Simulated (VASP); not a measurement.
# Ge (Fd-3m) in VASP: notebook

The runs below take Ge through single point, relaxation of cell and atoms, with PBE.

Program: VASP 6.6.1. These are calculated values, not measurements. Logs are shortened: lines on timing, memory, paths and dates and some standing lists are left out, and cuts for length are marked.

## Step 1: The cell of the first run

The structure is cubic, space group Fd-3m (No. 227). Conventional cell: a = 5.761 Å, b = 5.761 Å, c = 5.761 Å, α = 90.00°, β = 90.00°, γ = 90.00°. Ge (site symmetry -43m) has 4 Ge at 2.49 Å within 3.3 Å.

## Step 2: Single point, PBE

File INCAR:

```
SYSTEM = Ge
PREC     = Accurate       ! precision mode
ENCUT    = 520            ! plane-wave cutoff, eV
EDIFF    = 1E-7           ! SCF threshold, eV
ISMEAR   = 0              ! smearing method
SIGMA    = 0.1            ! smearing width, eV
LREAL    = .False.        ! projectors in reciprocal space
LASPH    = .True.         ! aspherical terms in the spheres
NELM     = 80             ! most SCF steps
ALGO     = Normal         ! electronic algorithm
ISIF     = 2              ! what is computed and relaxed
LWAVE    = .False.        ! write WAVECAR
LCHARG   = .True.         ! write CHGCAR
GGA      = PE             ! functional
LELF     = .True.         ! ELF
LVHAR    = .True.       
NBANDS   = 21             ! bands
```

File KPOINTS:

```
Automatic mesh
0
Gamma
  16 16 16
  0 0 0
```

File POSCAR:

```
Ge
1.0
    0.0000000000      2.8806363864      2.8806363864
    2.8806363864      0.0000000000      2.8806363864
    2.8806363864      2.8806363864      0.0000000000
Ge
2
Direct
    0.5000000000      0.5000000000      0.5000000000
    0.7500000000      0.7500000000      0.7500000000
```

Potentials or basis: VASP PAW PBE potentials, release 64 (Ge_d).

Started as:

```bash
$ cat potpaw_PBE.64/Ge_d/POTCAR > POTCAR
$ mpirun -np 1 vasp_std > vasp.out
```

OUTCAR:

```text
SYSTEM = Ge
   PREC = Accurate
   ENCUT = 520
   EDIFF = 1E-7
   ISMEAR = 0
   LREAL = .False.
   LASPH = .True.
   NELM = 80
   ISIF = 2
   GGA = PE

 ion  position               nearest neighbor table
   1  0.500  0.500  0.500-   2 2.49   2 2.49   2 2.49   2 2.49
   2  0.750  0.750  0.750-   1 2.49   1 2.49   1 2.49   1 2.49

  LATTYP: Found a face centered cubic cell.
 ALAT       =     5.7612727728

  Lattice vectors:

 A1 = (   0.0000000000,   2.8806363864,   2.8806363864)
 A2 = (   2.8806363864,   0.0000000000,   2.8806363864)
 A3 = (   2.8806363864,   2.8806363864,   0.0000000000)

Analysis of symmetry for initial positions (statically):
=====================================================================
 Subroutine PRICEL returns:
 Original cell was already a primitive cell.

 Routine SETGRP: Setting up the symmetry group for a
 face centered cubic supercell.

 Subroutine GETGRP returns: Found 48 space group operations
 (whereof 24 operations were pure point group operations)
 out of a pool of 48 trial point group operations.

The static configuration has the point symmetry T_d .
 The point group associated with its full space group is O_h .

Analysis of symmetry for dynamics (positions and initial velocities):
=====================================================================
 Subroutine PRICEL returns:
 Original cell was already a primitive cell.

 Routine SETGRP: Setting up the symmetry group for a
 face centered cubic supercell.

 Subroutine GETGRP returns: Found 48 space group operations
 (whereof 24 operations were pure point group operations)
 out of a pool of 48 trial point group operations.

The dynamic configuration has the point symmetry T_d .
 The point group associated with its full space group is O_h .

 Subroutine INISYM returns: Found 48 space group operations
 (whereof 24 operations are pure point group operations),
 and found     1 'primitive' translations

----------------------------------------------------------------------------------------

                                     Primitive cell

  volume of cell :      47.8074

  direct lattice vectors                    reciprocal lattice vectors
     0.000000000  2.880636386  2.880636386    -0.173572757  0.173572757  0.173572757
     2.880636386  0.000000000  2.880636386     0.173572757 -0.173572757  0.173572757
     2.880636386  2.880636386  0.000000000     0.173572757  0.173572757 -0.173572757

  length of vectors
     4.073835046  4.073835046  4.073835046     0.300636834  0.300636834  0.300636834

  position of ions in fractional coordinates (direct lattice)
     0.500000000  0.500000000  0.500000000
     0.750000000  0.750000000  0.750000000

  ion indices of the primitive-cell ions
   primitive index   ion index
                 1           1
                 2           2

----------------------------------------------------------------------------------------

 KPOINTS: Automatic mesh

Automatic generation of k-mesh.
 Grid dimensions read from file:
 generate k-points for:   16   16   16

 Generating k-lattice:

  Cartesian coordinates                     Fractional coordinates (reciprocal lattice)
    -0.010848297  0.010848297  0.010848297     0.062500000  0.000000000  0.000000000
     0.010848297 -0.010848297  0.010848297     0.000000000  0.062500000  0.000000000
     0.010848297  0.010848297 -0.010848297     0.000000000  0.000000000  0.062500000

  Length of vectors
     0.018789802  0.018789802  0.018789802

  Shift w.r.t. Gamma in fractional coordinates (k-lattice)
     0.000000000  0.000000000  0.000000000

 Subroutine IBZKPT returns following result:
 ===========================================

 Found    145 irreducible k-points:

 Following reciprocal coordinates:
            Coordinates               Weight
  0.000000  0.000000  0.000000      1.000000
  0.062500  0.000000  0.000000      8.000000
  0.125000  0.000000  0.000000      8.000000
  0.187500  0.000000  0.000000      8.000000
  0.250000  0.000000  0.000000      8.000000
  0.312500  0.000000  0.000000      8.000000
[... 16 lines left out ...]
 -0.125000  0.062500  0.000000     24.000000
 -0.062500  0.062500  0.000000     12.000000
 [... further k-points ...]
   k-points           NKPTS =    145   k-points in BZ     NKDIM =    145   number of bands    NBANDS=     21
   number of dos      NEDOS =    301   number of ions     NIONS =      2
   total plane-waves  NPLWV =  27000
   dimension x,y,z NGX =    30 NGY =   30 NGZ =   30
   dimension x,y,z NGXF=    60 NGYF=   60 NGZF=   60
   ions per type =               2
   NGX,Y,Z   is equivalent  to a cutoff of  12.24, 12.24, 12.24 a.u.
   NGXF,Y,Z  is equivalent  to a cutoff of  24.48, 24.48, 24.48 a.u.
 SYSTEM =  Ge
   PREC   = accura    normal or accurate (medium, high low for compatibility)
   ISTART =      0    job   : 0-new  1-cont  2-samecut
   ICHARG =      2    charge: 1-file 2-atom 10-const
   ISPIN  =      1    spin polarized calculation?
   LNONCOLLINEAR =      F non collinear calculations
   LSORBIT =      F    spin-orbit coupling
   LASPH  =      T    aspherical Exc in radial PAW
   ENCUT  =  520.0 eV  38.22 Ry    6.18 a.u.   7.57  7.57  7.57*2*pi/ulx,y,z
   NELM   =     80;   NELMIN=  2; NELMDL= -5     # of ELM steps
   EDIFF  = 0.1E-06   stopping-criterion for ELM
   LREAL  =      F    real-space projection
   EDIFFG = 0.1E-05   stopping-criterion for IOM
   NSW    =      0    number of steps for IOM
   IBRION =     -1    ionic relax: 0-MD 1-quasi-New 2-CG
   NFREE  =      0    steps in history (QN), initial steepest desc. (CG)
   ISIF   =      2    stress and relaxation
   ISYM   =      2    0-nonsym 1-usesym 2-fastsym
   POTIM  = 0.5000    time-step for ionic-motion
   TEBEG  =    0.0;   TEEND  =   0.0 temperature during run
   PSTRESS=    0.0 pullay stress
   NELECT =      28.0000    total number of electrons
   NUPDOWN=      -1.0000    fix difference up-down
   EMIN   =  10.00;   EMAX   =-10.00  energy-range for DOS
   EFERMI =   0.00;   METHOD = LEGACY
   ISMEAR =     0;   SIGMA  =   0.10  broadening in eV -4-tet -1-fermi 0-gaus
   EFERMI_NEDOS =   21; number of points for ismear=-14 and -15
   IALGO  =     38    algorithm
   IMIX   =      4    mixing-type and parameters
     AMIX     =   0.40;   BMIX     =  1.00
     AMIX_MAG =   1.60;   BMIX_MAG =  1.00
  volume/ion in A,a.u.               =      23.90       161.31
  Fermi-wavevector in a.u.,A,eV,Ry     =   1.369711  2.588379 25.526017  1.876109
  Thomas-Fermi vector in A             =   2.495562
   LORBIT       =      0    0 simple, 1 ext, 2 COOP (PROOUT), +10 PAW based schemes
   GGA     = PE    functional components
   LHFCALC =     F    Hartree Fock is set to
   AEXX    =    0.0000 exact exchange contribution
   IVDW    =     0    specifies the selected vdW correction
   LEPSILON=     F    determine dielectric tensor
   LRPA    =     F    only Hartree local field effects (RPA)
 non-spin polarized calculation
 Gauss-broadening in eV      SIGMA  =   0.10
  energy-cutoff  :      520.00
  volume of cell :       47.81
 maximum number of plane-waves:      1308
   NGX = 15   NGY = 15   NGZ = 15

 number of electron      27.9999979 magnetization

 Free energy of the ion-electron system (eV)
  ---------------------------------------------------
  ext. energy  EPLUGINS =         0.00000000
  ---------------------------------------------------
  free energy    TOTEN  =        -9.03718100 eV

  energy without entropy =       -9.03682169  energy(sigma->0) =       -9.03700135

 E-fermi :   4.4774     XC(G=0):  -9.6699

 val. band max:        4.4763935399   @ k =   0.0000   0.0000   0.0000
 cond. band min:       4.5010425916   @ k =   0.5000   0.0000   0.0000
 fundamental gap:      0.0246490517
 Fermi energy:         4.4773743274

 k-point     1 :       0.0000    0.0000    0.0000
  band No.  band energies     occupation
      1     -20.2693      2.00000
      2     -20.2693      2.00000
      3     -20.2693      2.00000
      4     -20.2371      2.00000
      5     -20.2371      2.00000
      6     -20.0542      2.00000
[... 13 lines left out ...]
     20      13.8151      0.00000
     21      13.8152      0.00000

 k-point     2 :       0.0625    0.0000    0.0000
  band No.  band energies     occupation
      1     -20.2715      2.00000
      2     -20.2715      2.00000
      3     -20.2687      2.00000
      4     -20.2342      2.00000
      5     -20.2342      2.00000
      6     -20.0586      2.00000
[... 13 lines left out ...]
     20      13.4616      0.00000
     21      13.4616      0.00000

 k-point     3 :       0.1250    0.0000    0.0000
  band No.  band energies     occupation
      1     -20.2762      2.00000
      2     -20.2762      2.00000
      3     -20.2671      2.00000
      4     -20.2275      2.00000
      5     -20.2275      2.00000
      6     -20.0656      2.00000
[... 13 lines left out ...]
     20      12.9739      0.00000
     21      12.9739      0.00000

 k-point     4 :       0.1875    0.0000    0.0000
  band No.  band energies     occupation
      1     -20.2811      2.00000
      2     -20.2811      2.00000
      3     -20.2646      2.00000
      4     -20.2198      2.00000
      5     -20.2198      2.00000
      6     -20.0723      2.00000
[... 13 lines left out ...]
     20      12.6911      0.00000
     21      12.6911      0.00000

 k-point     5 :       0.2500    0.0000    0.0000
  band No.  band energies     occupation
      1     -20.2850      2.00000
      2     -20.2850      2.00000
      3     -20.2616      2.00000
      4     -20.2127      2.00000
      5     -20.2127      2.00000
      6     -20.0779      2.00000
[... 13 lines left out ...]
     20      12.7244      0.00000
     21      12.7244      0.00000

 k-point     6 :       0.3125    0.0000    0.0000
  band No.  band energies     occupation
      1     -20.2878      2.00000
      2     -20.2878      2.00000
      3     -20.2586      2.00000
      4     -20.2072      2.00000
      5     -20.2072      2.00000
      6     -20.0820      2.00000
[... 13 lines left out ...]
     20      13.1138      0.00000
     21      13.1139      0.00000

 k-point     7 :       0.3750    0.0000    0.0000
  band No.  band energies     occupation
      1     -20.2896      2.00000
      2     -20.2896      2.00000
      3     -20.2560      2.00000
      4     -20.2035      2.00000
      5     -20.2035      2.00000
      6     -20.0845      2.00000
[... 13 lines left out ...]
     20      13.8166      0.00000
     21      13.8166      0.00000
[... 291 lines left out ...]
      1     -20.2910      2.00000
      2     -20.2894      2.00000
      3     -20.2547      2.00000
      4     -20.2077      2.00000
      5     -20.2002      2.00000
      6     -20.0901      2.00000
[... 13 lines left out ...]
     20      12.7672      0.00000
     21      14.1999      0.00000

 k-point    21 :      -0.2500    0.0625    0.0000
  band No.  band energies     occupation
      1     -20.2889      2.00000
      2     -20.2858      2.00000
      3     -20.2588      2.00000
      4     -20.2128      2.00000
      5     -20.2050      2.00000
      6     -20.0869      2.00000
[... 13 lines left out ...]
     20      12.5179      0.00000
     21      13.5919      0.00000

 k-point    22 :      -0.1875    0.0625    0.0000
  band No.  band energies     occupation
      1     -20.2855      2.00000
      2     -20.2814      2.00000
      3     -20.2631      2.00000
      4     -20.2190      2.00000
      5     -20.2120      2.00000
      6     -20.0816      2.00000
[... 13 lines left out ...]
     20      12.4968      0.00000
     21      13.1701      0.00000

 k-point    23 :      -0.1250    0.0625    0.0000
  band No.  band energies     occupation
      1     -20.2809      2.00000
      2     -20.2763      2.00000
      3     -20.2667      2.00000
      4     -20.2258      2.00000
      5     -20.2203      2.00000
      6     -20.0745      2.00000
[... 13 lines left out ...]
     20      12.3978      0.00000
     21      13.0290      0.00000

 k-point    24 :      -0.0625    0.0625    0.0000
  band No.  band energies     occupation
      1     -20.2757      2.00000
      2     -20.2720      2.00000
      3     -20.2690      2.00000
      4     -20.2318      2.00000
      5     -20.2284      2.00000
      6     -20.0666      2.00000
[... 13 lines left out ...]
     20      12.8578      0.00000
     21      13.3415      0.00000

 [... further k-points ...]

------------------------ aborting loop because EDIFF is reached ----------------------------------------

  FORCE on cell =-STRESS in cart. coord.  units (eV):
  Direction    XX          YY          ZZ          XY          YZ          ZX
  --------------------------------------------------------------------------------------
  -------------------------------------------------------------------------------------
  Total       -0.0324220     -0.0324220     -0.0324220      0.0000000      0.0000000      0.0000000
  in kB       -1.0865619     -1.0865619     -1.0865619      0.0000000      0.0000000      0.0000000
  external PRESSURE =      -1.0865619 kB  Pullay stress =       0.0000000 kB

 VOLUME and BASIS-vectors are now :
 -----------------------------------------------------------------------------
  energy-cutoff  :      520.00
  volume of cell :       47.81
      direct lattice vectors                 reciprocal lattice vectors
     0.000000000  2.880636386  2.880636386    -0.173572757  0.173572757  0.173572757
     2.880636386  0.000000000  2.880636386     0.173572757 -0.173572757  0.173572757
     2.880636386  2.880636386  0.000000000     0.173572757  0.173572757 -0.173572757

 POSITION                                       TOTAL-FORCE (eV/Angst)
 -----------------------------------------------------------------------------------
      2.88064      2.88064      2.88064        -0.000000     -0.000000     -0.000000
      4.32095      4.32095      4.32095         0.000000      0.000000      0.000000
 -----------------------------------------------------------------------------------
    total drift:                                0.000000     -0.000000      0.000000

  FREE ENERGIE OF THE ION-ELECTRON SYSTEM (eV)
  ---------------------------------------------------
  free  energy   TOTEN  =        -9.0371810026 eV

  energy  without entropy=       -9.0368216937  energy(sigma->0) =       -9.03700135
```

It took 2.5 min on 1 thread of AMD EPYC 7R13, shared host; peak memory 0.22 GiB.

Results:

```
Free energy            : -9.0372 eV
Pressure               : -0.1 GPa
Band gap on the k mesh : zero (filled and empty bands touch)
```

## Step 3: Relaxation of cell and atoms, PBE

This run uses another cell than the first one, of 22.84 Å³/atom, 0.956 times its volume.

File INCAR:

```
PREC     = Accurate       # precision mode
ENCUT    = 600            # plane-wave cutoff, eV
EDIFF    = 1E-6           # SCF threshold, eV
ISMEAR   = 0              # smearing method
SIGMA    = 0.1            # smearing width, eV
LREAL    = False          # projectors in reciprocal space
LASPH    = True           # aspherical terms in the spheres
NELM     = 60             # most SCF steps
ALGO     = Normal         # electronic algorithm
ISIF     = 3              # what is computed and relaxed
LWAVE    = False          # write WAVECAR
LCHARG   = False          # write CHGCAR
GGA      = PE             # functional
IBRION   = 2              # ionic algorithm
NSW      = 100            # ionic steps
EDIFFG   = -0.01          # ionic threshold
```

File KPOINTS:

```
Automatic mesh
0
Gamma
  16 16 16
```

File POSCAR:

```
Ge
1.0
    0.0000000000      2.8374271074      2.8374271074
    2.8374271074      0.0000000000      2.8374271074
    2.8374271074      2.8374271074      0.0000000000
Ge
2
Direct
    0.5000000000      0.5000000000      0.5000000000
    0.7500000000      0.7500000000      0.7500000000
```

Potentials or basis: VASP PAW PBE potentials, release 64 (Ge_d).

Started as:

```bash
$ cat potpaw_PBE.64/Ge_d/POTCAR > POTCAR
$ mpirun -np 1 vasp_std > vasp.out
```

Wall time 7 min (1 thread of AMD EPYC 7R13, shared host); peak memory 0.24 GiB.

The run converged. Its results:

```yaml
Free_energy: -9.0372 eV
Relaxed_volume: 23.85 Å³/atom
Relaxed_cell: a = 4.071 Å, b = 4.071 Å, c = 4.071 Å, α = 60.00°, β = 60.00°, γ = 60.00°
Space_group_after_relaxing_to_0.05_Å: Fd-3m (No. 227)
Energy_gained_by_relaxing: 9.3 meV/atom
Ionic_steps: 5
Pressure_after_relaxing: 0.0 GPa
Band_gap_on_the_k_mesh: zero (filled and empty bands touch)
```

Step by step:
```csv
step,energy change (eV),largest force (eV/Å),pressure (GPa),volume (Å³)
1,0.0000,0.0000,2.90,45.69
2,-0.0168,0.0000,-0.95,48.48
3,-0.0186,0.0000,-0.20,47.78
4,-0.0185,0.0000,0.19,47.64
5,-0.0186,0.0000,0.01,47.71
```

Final structure:
```yaml
crystal:
  lattice:
    - [0.00000, 2.87864, 2.87864]
    - [2.87864, 0.00000, 2.87864]
    - [2.87864, 2.87864, 0.00000]
  atoms:
    - { symbol: Ge, position: [0.50000, 0.50000, 0.50000] }
    - { symbol: Ge, position: [0.75000, 0.75000, 0.75000] }
```

Levels at points of the mesh, in eV from the Fermi level:
| k point | band 12 | band 13 | band 14 | band 15 | band 16 | band 17 |
| --- | --- | --- | --- | --- | --- | --- |
| (0.00, 0.00, 0.00) | -0.44 | 0.00 | 0.00 | 0.00 | 2.53 | 2.53 |
| (0.50, 0.00, 0.00) | -7.37 | -1.33 | -1.33 | 0.03 | 3.72 | 3.72 |
| (0.50, 0.50, 0.00) | -8.70 | -2.90 | -2.90 | 0.81 | 0.81 | 9.09 |
